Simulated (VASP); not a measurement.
# SiC (P1) in VASP: a series of runs, part 2 of 2

VASP 6.6.1. The steps go on from the part before.

## 3. Single point, PBE (atom 3 (C) moved +0.062 Å along Cartesian [1 0 0])

Contents of INCAR:

```
SYSTEM = SiC
PREC = Accurate ; ENCUT = 520
EDIFF = 1E-6 ; ISMEAR = 0
SIGMA = 0.05 ; LREAL = .FALSE.
LASPH = .TRUE. ; NELM = 100
ALGO = Normal ; ISIF = 2
LWAVE = .FALSE. ; LCHARG = .FALSE.
GGA = PE ; NBANDS = 16
```

Contents of KPOINTS:

```
regular mesh
0
G
  12 12 6
  0 0 0
```

Contents of POSCAR:

```
SiC
1.0
    3.0759982064      0.0000000000      0.0000000000
   -1.5379991032      2.6638925888      0.0000000000
    0.0000000000      0.0000000000      5.0480000000
Si C
2 2
Direct
    0.3333333333      0.6666666667      0.0000000000
    0.6666666667      0.3333333333      0.5000000000
    0.3536519408      0.6666666667      0.3850000000
    0.6666666667      0.3333333333      0.8850000000
```

Potentials or basis: VASP PAW PBE potentials, release 64 (Si, C).

On the command line:

```bash
$ cat potpaw_PBE.64/Si/POTCAR potpaw_PBE.64/C/POTCAR > POTCAR
$ mpirun -np 1 vasp_std > vasp.out
```

OUTCAR:

```text
SYSTEM = SiC
   PREC = Accurate
   ENCUT = 520
   EDIFF = 1E-6
   ISMEAR = 0
   LREAL = .FALSE.
   LASPH = .TRUE.
   NELM = 100
   ISIF = 2
   GGA = PE

 ion  position               nearest neighbor table
   1  0.333  0.667  0.000-   4 1.87   4 1.87   4 1.87   3 1.94   2 3.09   2 3.09   2 3.09   2 3.09
                             2 3.09   2 3.09
   2  0.667  0.333  0.500-   3 1.82   3 1.87   3 1.92   4 1.94   1 3.09   1 3.09   1 3.09   1 3.09
                             1 3.09   1 3.09
   3  0.354  0.667  0.385-   2 1.82   2 1.87   2 1.92   1 1.94
   4  0.667  0.333  0.885-   1 1.87   1 1.87   1 1.87   2 1.94

  LATTYP: Found a hexagonal cell.
 ALAT       =     3.0759982064
 C/A-ratio  =     1.6410932846

  Lattice vectors:

 A1 = (   3.0759982064,   0.0000000000,   0.0000000000)
 A2 = (  -1.5379991032,   2.6638925888,   0.0000000000)
 A3 = (   0.0000000000,   0.0000000000,   5.0480000000)

Analysis of symmetry for initial positions (statically):
=====================================================================
 Subroutine PRICEL returns:
 Original cell was already a primitive cell.

[... 177 lines left out ...]
 fundamental gap:      2.2911977654
 Fermi energy:         8.7135636058

 k-point     1 :       0.0000    0.0000    0.0000
  band No.  band energies     occupation
      1      -7.3168      2.00000
      2      -3.8160      2.00000
      3      -0.2837      2.00000
      4       6.6956      2.00000
      5       6.9883      2.00000
      6       8.0563      2.00000
[... 433 lines left out ...]
      3       0.4673      2.00000
      4       3.7561      2.00000
      5       5.2844      2.00000
      6       6.0906      2.00000
[... 8 lines left out ...]
     15      17.8319      0.00000
     16      18.8458      0.00000

 [... further k-points ...]

------------------------ aborting loop because EDIFF is reached ----------------------------------------

  FORCE on cell =-STRESS in cart. coord.  units (eV):
  Direction    XX          YY          ZZ          XY          YZ          ZX
  --------------------------------------------------------------------------------------
  -------------------------------------------------------------------------------------
  Total        1.4907701      1.4162805      0.1267856     -0.6993019     -0.0602298      0.3591491
  in kB       57.7429710     54.8577171      4.9108699    -27.0865167     -2.3329185     13.9111544
  external PRESSURE =      39.1705193 kB  Pullay stress =       0.0000000 kB

 VOLUME and BASIS-vectors are now :
 -----------------------------------------------------------------------------
  energy-cutoff  :      520.00
  volume of cell :       41.36
      direct lattice vectors                 reciprocal lattice vectors
     3.075998206  0.000000000  0.000000000     0.325097719  0.187695255  0.000000000
    -1.537999103  2.663892589  0.000000000     0.000000000  0.375390511  0.000000000
     0.000000000  0.000000000  5.048000000     0.000000000  0.000000000  0.198098257

 POSITION                                       TOTAL-FORCE (eV/Angst)
 -----------------------------------------------------------------------------------
     -0.00000      1.77593      0.00000         0.137457     -0.001326      0.759988
      1.53800      0.88796      2.52400         1.192373     -0.119865      0.823139
      0.06250      1.77593      1.94348        -1.337194      0.123220     -0.829298
      1.53800      0.88796      4.46748         0.007364     -0.002029     -0.753829
 -----------------------------------------------------------------------------------
    total drift:                                0.000005     -0.000016     -0.000153

  FREE ENERGIE OF THE ION-ELECTRON SYSTEM (eV)
  ---------------------------------------------------
  free  energy   TOTEN  =       -30.0255828647 eV

  energy  without entropy=      -30.0255828647  energy(sigma->0) =      -30.02558286
```

stdout:

```text
POSCAR found type information on POSCAR SiC
 POSCAR found :  2 types and       4 ions
 scaLAPACK will be used
 LDA part: xc-table for (Slater+PW92), standard interpolation
 POSCAR, INCAR and KPOINTS ok, starting setup
 FFT: planning ... GRIDC
 FFT: planning ... GRID_SOFT
 FFT: planning ... GRID
 WAVECAR not read
 entering main loop
```

Wall time 70 s (1 thread of Intel Xeon 6975P-C (Granite Rapids), shared host); peak memory 0.34 GiB.

What came out:

```
Free energy            : -30.0256 eV
Pressure               : 3.9 GPa
Largest force          : 1.578 eV/Å
Band gap on the k mesh : 2.29 eV, indirect (least direct gap 4.02 eV)
```

Forces in eV/Å, atoms in the order of the input:
```
Si   0.137 -0.001  0.760
Si   1.192 -0.120  0.823
C   -1.337  0.123 -0.829
C    0.007 -0.002 -0.754
```

Levels at points of the mesh, in eV from the valence-band top:
```
           k point  band 4  band 5  band 6  band 7  band 8  band 9  band 10  band 11  band 12  band 13
(0.00, 0.00, 0.00)   -1.74   -1.45   -0.38   -0.24    0.00    4.59     5.99     6.47     6.49     7.50
(0.50, 0.00, 0.00)   -6.43   -5.53   -3.63   -3.14   -1.59    2.54     3.97     6.60     7.18     9.65
(0.00, 0.50, 0.00)   -6.57   -5.46   -3.56   -3.28   -1.51    2.56     4.16     6.69     7.17     9.67
(0.50, 0.50, 0.00)   -6.73   -5.38   -3.52   -3.42   -1.44    2.58     4.36     6.82     7.18     9.63
(0.00, 0.00, 0.50)   -4.48   -1.24   -1.00   -0.99   -0.75    5.66     5.68     6.90     7.13     7.15
(0.50, 0.00, 0.50)   -8.31   -2.85   -2.72   -2.42   -2.39    3.16     3.19     4.91     5.02    10.32
(0.00, 0.50, 0.50)   -8.48   -2.76   -2.72   -2.36   -2.31    3.12     3.14     4.95     4.97    10.31
(0.50, 0.50, 0.50)   -8.49   -2.72   -2.60   -2.34   -2.29    3.09     3.11     4.90     5.02    10.34
```

Caveat: the cell differs from its parent crystal (atom 3 (C) moved +0.062 Å along Cartesian [1 0 0]); forces of over 1 eV/Å act on the atoms, so gaps and moduli don't describe the material at rest. A k mesh can miss the band edges.
